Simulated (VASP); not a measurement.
# Mg3NiSe4 (Cmmm) in VASP: density of states with PBE

Aim: the density of states of Mg3NiSe4 with PBE.

All numbers are computed with VASP 6.6.1; they aren't measurements. Logs are shortened: lines on timing, memory, paths and dates and some standing lists are left out, and cuts for length are marked.

**1. The cell of the first run**

It takes space group Cmmm (No. 65, orthorhombic). The conventional cell has a = 7.653 Å, b = 10.825 Å, c = 3.825 Å, α = 90.00°, β = 90.00°, γ = 90.00°. Within 3.6 Å of Mg (site symmetry 2/m) lie 6 Se at 2.71 Å. Mg (site symmetry mmm) has 6 Se at 2.76 to 2.80 Å within 3.6 Å. Within 3.4 Å of Ni (site symmetry mmm) lie 6 Se at 2.61 to 2.65 Å. Within 3.4 Å of Se (site symmetry 2mm) lie 2 Ni at 2.61 Å and 4 Mg at 2.71 to 2.80 Å. Within 3.5 Å of Se (site symmetry m2m) lie 1 Ni at 2.65 Å and 5 Mg at 2.71 to 2.76 Å.

**2. Density of states, PBE, collinear spin**

File POSCAR:

```
Mg3NiSe4
1.0
    3.8263948447     -5.4127423529      0.0000000000
    3.8263948447      5.4127423529      0.0000000000
    0.0000000000      0.0000000000      3.8247326824
Mg Ni Se
3 1 4
Direct
    0.0000000000      0.5000000000      0.0000000000
    0.5000000000      0.0000000000      0.0000000000
    0.5000000000      0.5000000000      0.5000000000
    0.0000000000      0.0000000000      0.5000000000
    0.7678390395      0.7678390395      0.0000000000
    0.7551041347      0.2448958653      0.5000000000
    0.2321609605      0.2321609605      0.0000000000
    0.2448958653      0.7551041347      0.5000000000
```

File INCAR.step1:

```
SYSTEM = Mg3NiSe4
ALGO = Normal
EDIFF = 1E-6
ENCUT = 520
GGA = PE
GGA_COMPAT = .FALSE.
ISIF = 2
ISMEAR = 0
ISPIN = 2
KPAR = 4
LASPH = .TRUE.
LCHARG = .TRUE.
LMAXMIX = 4
LORBIT = 11
LREAL = .FALSE.
LWAVE = .FALSE.
MAGMOM = 0 0 0 1.34 0.12 0 0.12 0
NBANDS = 34
NEDOS = 2001
NELM = 200
PREC = Accurate
SIGMA = 0.1
```

File KPOINTS.step1:

```
k-points
0
G
  6 6 10
  0 0 0
```

File INCAR.step2:

```
SYSTEM = Mg3NiSe4
ALGO = Normal
EDIFF = 1E-6
ENCUT = 520
GGA = PE
GGA_COMPAT = .FALSE.
ICHARG = 11
ISIF = 2
ISMEAR = -5
ISPIN = 2
KPAR = 4
LASPH = .TRUE.
LCHARG = .FALSE.
LMAXMIX = 4
LORBIT = 11
LREAL = .FALSE.
LWAVE = .FALSE.
MAGMOM = 0 0 0 1.34 0.12 0 0.12 0
NBANDS = 34
NEDOS = 1001
NELM = 200
PREC = Accurate
SIGMA = 0.1
```

File KPOINTS.step2:

```
k-points
0
G
  9 9 15
  0 0 0
```

Potentials or basis: VASP PAW PBE potentials, release 64 (Mg, Ni, Se).

Run with:

```console
> cat potpaw_PBE.64/Mg/POTCAR potpaw_PBE.64/Ni/POTCAR potpaw_PBE.64/Se/POTCAR > POTCAR
> cp INCAR.step1 INCAR
> cp KPOINTS.step1 KPOINTS
> mpirun -np 4 vasp_std > vasp.out
> cp INCAR.step2 INCAR
> cp KPOINTS.step2 KPOINTS
> mpirun -np 4 vasp_std > vasp.out
```

OUTCAR:

```text
SYSTEM = Mg3NiSe4
   EDIFF = 1E-6
   ENCUT = 520
   GGA = PE
   ICHARG = 11
   ISIF = 2
   ISMEAR = -5
   ISPIN = 2
   LASPH = .TRUE.
   LORBIT = 11
   LREAL = .FALSE.
   NELM = 200
   PREC = Accurate

 ion  position               nearest neighbor table
   1  0.000  0.500  0.000-   6 2.71   8 2.71   6 2.71   8 2.71   7 2.71   5 2.71
   2  0.500  0.000  0.000-   6 2.71   8 2.71   6 2.71   8 2.71   7 2.71   5 2.71
   3  0.500  0.500  0.500-   6 2.76   8 2.76   7 2.80   5 2.80   5 2.80   7 2.80
   4  0.000  0.000  0.500-   5 2.61   7 2.61   5 2.61   7 2.61   6 2.65   8 2.65
   5  0.768  0.768  0.000-   4 2.61   4 2.61   1 2.71   2 2.71   3 2.80   3 2.80
   6  0.755  0.245  0.500-   4 2.65   2 2.71   1 2.71   1 2.71   2 2.71   3 2.76
   7  0.232  0.232  0.000-   4 2.61   4 2.61   1 2.71   2 2.71   3 2.80   3 2.80
   8  0.245  0.755  0.500-   4 2.65   2 2.71   1 2.71   1 2.71   2 2.71   3 2.76

  LATTYP: Found a base centered orthorhombic cell.
 ALAT       =     7.6527896894
 B/A-ratio  =     1.4145801917
 C/A-ratio  =     0.4997828031

  Lattice vectors:

 A1 = (   3.8263948447,  -5.4127423529,   0.0000000000)
 A2 = (   3.8263948447,   5.4127423529,   0.0000000000)
 A3 = (   0.0000000000,   0.0000000000,   3.8247326824)

Analysis of symmetry for initial positions (statically):
=====================================================================
 Subroutine PRICEL returns:
 Original cell was already a primitive cell.

 Routine SETGRP: Setting up the symmetry group for a
 base centered orthorhombic supercell.

 Subroutine GETGRP returns: Found  8 space group operations
 (whereof  8 operations were pure point group operations)
 out of a pool of  8 trial point group operations.

The static configuration has the point symmetry D_2h.

Analysis of symmetry for dynamics (positions and initial velocities):
=====================================================================
 Subroutine PRICEL returns:
 Original cell was already a primitive cell.

 Routine SETGRP: Setting up the symmetry group for a
 base centered orthorhombic supercell.

 Subroutine GETGRP returns: Found  8 space group operations
 (whereof  8 operations were pure point group operations)
 out of a pool of  8 trial point group operations.

The dynamic configuration has the point symmetry D_2h.

Analysis of structural, dynamic, and magnetic symmetry:
=====================================================================
 Subroutine PRICEL returns:
 Original cell was already a primitive cell.

[... 163 lines left out ...]
  ext. energy  EPLUGINS =         0.00000000
  ---------------------------------------------------
  free energy    TOTEN  =       -31.03202594 eV

  energy without entropy =      -31.03202594  energy(sigma->0) =      -31.03202594

 E-fermi :   4.0116     XC(G=0):  -9.7467

 val. band max:        4.0522534594   @ k =   0.0000   0.0000   0.0000
 cond. band min:       3.9763711669   @ k =  -0.4444   0.4444   0.0000
 fundamental gap:     -0.0758822925
 Fermi energy:         4.0115907471

 spin component 1

 k-point     1 :       0.0000    0.0000    0.0000
  band No.  band energies     occupation
      1      -9.5999      1.00000
      2      -8.4378      1.00000
      3      -8.3776      1.00000
      4      -8.1248      1.00000
      5      -1.6558      1.00000
      6      -1.5538      1.00000
[... 829 lines left out ...]
     31      10.8528      0.00000
     32      10.9878      0.00000

 [... further k-points ...]

 spin component 2

 k-point     1 :       0.0000    0.0000    0.0000
  band No.  band energies     occupation
      1      -9.5013      1.00000
      2      -8.3054      1.00000
      3      -8.3040      1.00000
      4      -8.0159      1.00000
      5      -1.5074      1.00000
      6      -1.5071      1.00000
[... 829 lines left out ...]
     31      10.9569      0.00000
     32      11.0859      0.00000

 [... further k-points ...]

 [bands above 32 left out]

------------------------ aborting loop because EDIFF is reached ----------------------------------------

  FORCE on cell =-STRESS in cart. coord.  units (eV):
  Direction    XX          YY          ZZ          XY          YZ          ZX
  --------------------------------------------------------------------------------------
  -------------------------------------------------------------------------------------
  Total       -1.4442484     -1.3603046     -1.3909877     -0.0000000      0.0000000      0.0000000
  in kB      -14.6054271    -13.7565187    -14.0668109     -0.0000000      0.0000000      0.0000000
  external PRESSURE =     -14.1429189 kB  Pullay stress =       0.0000000 kB

 VOLUME and BASIS-vectors are now :
 -----------------------------------------------------------------------------
  energy-cutoff  :      520.00
  volume of cell :      158.43
      direct lattice vectors                 reciprocal lattice vectors
     3.826394845 -5.412742353  0.000000000     0.130671303 -0.092374617  0.000000000
     3.826394845  5.412742353  0.000000000     0.130671303  0.092374617  0.000000000
     0.000000000  0.000000000  3.824732682     0.000000000  0.000000000  0.261456181

 POSITION                                       TOTAL-FORCE (eV/Angst)
 -----------------------------------------------------------------------------------
      1.91320      2.70637      0.00000         0.000000     -0.000000      0.000000
      1.91320     -2.70637      0.00000         0.000000     -0.000000      0.000000
      3.82639      0.00000      1.91237         0.000000     -0.000000      0.000000
      0.00000      0.00000      1.91237         0.000000     -0.000000      0.000000
      5.87611      0.00000      0.00000        -0.031654     -0.000000     -0.000000
      3.82639     -2.76163      1.91237         0.000000      0.026141      0.000000
      1.77668      0.00000      0.00000         0.031654     -0.000000      0.000000
      3.82639      2.76163      1.91237         0.000000     -0.026141     -0.000000
 -----------------------------------------------------------------------------------
    total drift:                                0.000000     -0.000000     -0.000000

  FREE ENERGIE OF THE ION-ELECTRON SYSTEM (eV)
  ---------------------------------------------------
  free  energy   TOTEN  =       -31.0320259443 eV

  energy  without entropy=      -31.0320259443  energy(sigma->0) =      -31.03202594

 total charge

# of ion       s       p       d       tot
------------------------------------------
    1        0.146   0.126   0.036   0.307
    2        0.146   0.126   0.036   0.307
    3        0.146   0.109   0.028   0.283
    4        0.320   0.297   8.241   8.859
    5        1.443   2.428   0.022   3.893
    6        1.439   2.473   0.017   3.929
    7        1.443   2.428   0.022   3.893
    8        1.439   2.473   0.017   3.929
--------------------------------------------------
tot          6.523  10.459   8.419  25.401

 magnetization (x)

# of ion       s       p       d       tot
------------------------------------------
    1       -0.000  -0.000   0.000  -0.000
    2       -0.000  -0.000   0.000  -0.000
    3        0.010   0.013   0.003   0.026
    4        0.002   0.003   1.223   1.228
    5        0.011   0.106   0.003   0.120
    6        0.005   0.058   0.002   0.065
    7        0.011   0.106   0.003   0.120
    8        0.005   0.058   0.002   0.065
--------------------------------------------------
tot          0.044   0.343   1.236   1.623
```

Wall time 11 min (4 MPI ranks of Intel Xeon Platinum 8488C (Sapphire Rapids), shared host); peak memory 1.5 GiB.

What came out:

```yaml
Net_moment: 1.81 μB per cell
Site_moments: Mg -0.00, +0.03; Ni +1.23; Se +0.12, +0.07 μB
Valence_electrons_inside_the_program's_atomic_spheres: Mg 0.31, 0.28; Ni 8.86; Se 3.89, 3.93
```

Levels at points of the mesh, in eV from the Fermi level:
Spin up:
| k point | band 17 | band 18 | band 19 | band 20 | band 21 | band 22 | band 23 | band 24 | band 25 | band 26 |
| --- | --- | --- | --- | --- | --- | --- | --- | --- | --- | --- |
| (0.00, 0.00, 0.00) | -0.50 | -0.49 | -0.49 | 0.04 | 0.06 | 1.19 | 2.17 | 3.45 | 3.49 | 3.94 |
Spin down:
| k point | band 15 | band 16 | band 17 | band 18 | band 19 | band 20 | band 21 | band 22 | band 23 | band 24 |
| --- | --- | --- | --- | --- | --- | --- | --- | --- | --- | --- |
| (0.00, 0.00, 0.00) | -0.72 | -0.57 | -0.40 | -0.38 | -0.38 | 1.00 | 1.04 | 1.36 | 2.23 | 3.49 |

Caveat: a cell with one magnetic atom can't hold antiferromagnetic order, which such compounds often take; tetrahedron occupations give inexact forces and stress in metals.
